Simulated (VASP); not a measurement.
# AlN in VASP: settings compared, part 2 of 2

VASP 6.6.1.

### 3 Single point, PBE (uniaxial z strain -3.1%)

The input, INCAR:

```
SYSTEM = AlN
PREC = Accurate ; ENCUT = 520
EDIFF = 1E-7 ; ISMEAR = -1
SIGMA = 0.02 ; LREAL = .False.
LASPH = .True. ; NELM = 60
ALGO = Normal ; ISIF = 2
LWAVE = .False. ; LCHARG = .False.
GGA = PE ; NBANDS = 11
```

The input, KPOINTS:

```
Automatic mesh
0
Gamma
  10 10 10
  0 0 0
```

The input, POSCAR:

```
AlN
1.0
    0.0000000000      2.0188684454      1.9560816368
    2.0188684454      0.0000000000      1.9560816368
    2.0188684454      2.0188684454      0.0000000000
Al N
1 1
Direct
    0.0000000000      0.0000000000      0.0000000000
    0.5000000000      0.5000000000      0.5000000000
```

Potentials or basis: VASP PAW PBE potentials, release 64 (Al, N).

Command:

```sh
cat potpaw_PBE.64/Al/POTCAR potpaw_PBE.64/N/POTCAR > POTCAR
mpirun -np 1 vasp_std > vasp.out
```

OUTCAR:

```text
SYSTEM = AlN
   PREC = Accurate
   ENCUT = 520
   EDIFF = 1E-7
   ISMEAR = -1
   LREAL = .False.
   LASPH = .True.
   NELM = 60
   ISIF = 2
   GGA = PE

 ion  position               nearest neighbor table
   1  0.000  0.000  0.000-   2 1.96   2 1.96   2 2.02   2 2.02   2 2.02   2 2.02
   2  0.500  0.500  0.500-   1 1.96   1 1.96   1 2.02   1 2.02   1 2.02   1 2.02

  LATTYP: Found a body centered tetragonal cell.
 ALAT       =     2.8551111361
 C/A-ratio  =     1.3702315206

  Lattice vectors:

 A1 = (   0.0000000000,  -2.0188684454,  -1.9560816368)
 A2 = (   0.0000000000,   2.0188684454,  -1.9560816368)
 A3 = (   2.0188684454,   0.0000000000,   1.9560816368)

Analysis of symmetry for initial positions (statically):
=====================================================================
 Subroutine PRICEL returns:
 Original cell was already a primitive cell.

 Routine SETGRP: Setting up the symmetry group for a
 body centered tetragonal supercell.

 Subroutine GETGRP returns: Found 16 space group operations
 (whereof 16 operations were pure point group operations)
 out of a pool of 16 trial point group operations.

The static configuration has the point symmetry D_4h.

Analysis of symmetry for dynamics (positions and initial velocities):
=====================================================================
 Subroutine PRICEL returns:
 Original cell was already a primitive cell.

 Routine SETGRP: Setting up the symmetry group for a
 body centered tetragonal supercell.

 Subroutine GETGRP returns: Found 16 space group operations
 (whereof 16 operations were pure point group operations)
 out of a pool of 16 trial point group operations.

The dynamic configuration has the point symmetry D_4h.

 Subroutine INISYM returns: Found 16 space group operations
 (whereof 16 operations are pure point group operations),
 and found     1 'primitive' translations

----------------------------------------------------------------------------------------

[... 114 lines left out ...]
  Fermi-wavevector in a.u.,A,eV,Ry     =   1.300850  2.458250 23.023918  1.692210
  Thomas-Fermi vector in A             =   2.432022
   LORBIT       =      0    0 simple, 1 ext, 2 COOP (PROOUT), +10 PAW based schemes
   GGA     = PE    functional components
   LHFCALC =     F    Hartree Fock is set to
   AEXX    =    0.0000 exact exchange contribution
   IVDW    =     0    specifies the selected vdW correction
   LEPSILON=     F    determine dielectric tensor
   LRPA    =     F    only Hartree local field effects (RPA)
 non-spin polarized calculation
  energy-cutoff  :      520.00
  volume of cell :       15.95
 maximum number of plane-waves:       444
 NGX is ok and might be reduce to    24
   NGX = 11   NGY = 11   NGZ = 11

 number of electron       7.9999999 magnetization

 Free energy of the ion-electron system (eV)
  ---------------------------------------------------
  ext. energy  EPLUGINS =         0.00000000
  ---------------------------------------------------
  free energy    TOTEN  =       -14.49183818 eV

  energy without entropy =      -14.49183818  energy(sigma->0) =      -14.49183818

 E-fermi :  10.8808     XC(G=0): -12.4519

 val. band max:       10.5068611689   @ k =   0.0000   0.0000   0.0000
 cond. band min:      15.2029963648   @ k =   0.5000   0.5000   0.0000
 fundamental gap:      4.6961351959
 Fermi energy:        10.8807936521

 k-point     1 :       0.0000    0.0000    0.0000
  band No.  band energies     occupation
      1      -7.4513      2.00000
      2      10.2721      2.00000
      3      10.5069      2.00000
      4      10.5069      2.00000
      5      16.6147      0.00000
      6      22.5835      0.00000
      7      22.5835      0.00000
      8      23.0129      0.00000
      9      27.9561      0.00000
     10      27.9679      0.00000
     11      29.0489      0.00000
[... 309 lines left out ...]
 k-point    24 :       0.4000    0.3000    0.0000
  band No.  band energies     occupation
      1      -4.1995      2.00000
      2       4.4468      2.00000
      3       7.4765      2.00000
      4       7.9411      2.00000
      5      16.6495      0.00000
      6      17.3834      0.00000
      7      23.2721      0.00000
      8      26.2327      0.00000
      9      27.1099      0.00000
     10      32.4757      0.00000
     11      35.9346      0.00000

 [... further k-points ...]
[... 5 lines left out ...]
  --------------------------------------------------------------------------------------
  -------------------------------------------------------------------------------------
  Total        1.1969714      1.1969714      2.3713662      0.0000000      0.0000000     -0.0000000
  in kB      120.2711201    120.2711201    238.2737516      0.0000000      0.0000000     -0.0000000
  external PRESSURE =     159.6053306 kB  Pullay stress =       0.0000000 kB

 VOLUME and BASIS-vectors are now :
 -----------------------------------------------------------------------------
  energy-cutoff  :      520.00
  volume of cell :       15.95
      direct lattice vectors                 reciprocal lattice vectors
     0.000000000  2.018868445  1.956081637    -0.247663488  0.247663488  0.255613053
     2.018868445  0.000000000  1.956081637     0.247663488 -0.247663488  0.255613053
     2.018868445  2.018868445  0.000000000     0.247663488  0.247663488 -0.255613053

 POSITION                                       TOTAL-FORCE (eV/Angst)
 -----------------------------------------------------------------------------------
      0.00000      0.00000      0.00000         0.000000     -0.000000      0.000000
      2.01887      2.01887      1.95608        -0.000000      0.000000      0.000000
 -----------------------------------------------------------------------------------
    total drift:                               -0.000000     -0.000000      0.000000

  FREE ENERGIE OF THE ION-ELECTRON SYSTEM (eV)
  ---------------------------------------------------
  free  energy   TOTEN  =       -14.4918381754 eV

  energy  without entropy=      -14.4918381754  energy(sigma->0) =      -14.49183818
```

OSZICAR:

```text
N       E                     dE             d eps       ncg     rms          rms(c)
DAV:   1     0.980728307043E+01    0.98073E+01   -0.39672E+03  2300   0.620E+02
DAV:   2    -0.155707222368E+02   -0.25378E+02   -0.24513E+02  2817   0.141E+02
DAV:   3    -0.162768788056E+02   -0.70616E+00   -0.70510E+00  2687   0.208E+01
DAV:   4    -0.162795879763E+02   -0.27092E-02   -0.27089E-02  2523   0.140E+00
DAV:   5    -0.162796108566E+02   -0.22880E-04   -0.22880E-04  2679   0.122E-01    0.776E+00
DAV:   6    -0.145165996937E+02    0.17630E+01   -0.73360E+00  2466   0.146E+01    0.278E+00
DAV:   7    -0.144974214186E+02    0.19178E-01   -0.20613E-01  2513   0.325E+00    0.183E+00
DAV:   8    -0.144921540177E+02    0.52674E-02   -0.15392E-02  2394   0.108E+00    0.348E-01
DAV:   9    -0.144917890534E+02    0.36496E-03   -0.14890E-03  2589   0.235E-01    0.156E-01
DAV:  10    -0.144918450337E+02   -0.55980E-04   -0.14360E-04  2541   0.866E-02    0.460E-02
DAV:  11    -0.144918385047E+02    0.65290E-05   -0.22018E-05  2646   0.268E-02    0.716E-03
DAV:  12    -0.144918382330E+02    0.27165E-06   -0.62568E-07  2502   0.682E-03    0.131E-03
DAV:  13    -0.144918381754E+02    0.57656E-07   -0.16816E-08  1383   0.853E-04
   1 F= -.14491838E+02 E0= -.14491838E+02  d E =-.120006E-10
```

stdout:

```text
POSCAR found type information on POSCAR AlN
 POSCAR found :  2 types and       2 ions
 scaLAPACK will be used
 LDA part: xc-table for (Slater+PW92), standard interpolation
 POSCAR, INCAR and KPOINTS ok, starting setup
 FFT: planning ... GRIDC
 FFT: planning ... GRID_SOFT
 FFT: planning ... GRID
 WAVECAR not read
 entering main loop
```

It took 8.8 s on 1 thread of Intel Xeon 6975P-C, shared host; peak memory 0.14 GiB.

Results:

* Free energy: -14.4918 eV
* Pressure: 16.0 GPa
* Band gap on the k mesh: 4.70 eV, indirect (least direct gap 6.11 eV)

Caveat: the cell differs from its parent crystal (uniaxial z strain -3.1%).
